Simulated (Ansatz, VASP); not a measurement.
Two plane-wave programs on AsSe4

```
As Se
1.0
    -3.21206    3.21206    3.21206
     3.21206   -3.21206    3.21206
     3.21206    3.21206   -3.21206
As Se
1 4
Direct
  0.00000 0.00000 0.00000
  0.43677 0.43677 0.43677
  0.56323 0.00000 0.00000
  0.00000 0.00000 0.56323
  0.00000 0.56323 0.00000
```

Change from the starting cell: species swapped into the GeF4 type (I-43m, No. 217).

Alike in both runs: functional PBE; k mesh 4 × 4 × 4; occupations gaussian, width 0.1 eV; no spin polarisation.

Ansatz relaxed the structure, and its values are those at the end. VASP's run is a single point on that final structure, the one shown.

```csv
,VASP,Ansatz
version,VASP 6.6.1,Ansatz 0.2.0
potentials or method,"VASP PAW PBE potentials, release 64 (As, Se), cutoff 520 eV","scalar-relativistic, plane waves, PAW"
valence electrons in the cell,29,79
```

Ansatz gave:

- gap on the k mesh at the Fermi level (eV): none
- pressure (GPa): -0.2
- rms of the force components (eV/Å): 0.035

What did VASP give for the same quantities?

gap on the k mesh at the Fermi level (eV): none; pressure (GPa): -0.1; rms of the force components (eV/Å): 0.024.

A gap of «none» marks a metal or a gap that the smearing closes. VASP's potentials hold 29 valence electrons a cell and Ansatz's 79, so a difference there can come from the potentials and not from the codes.
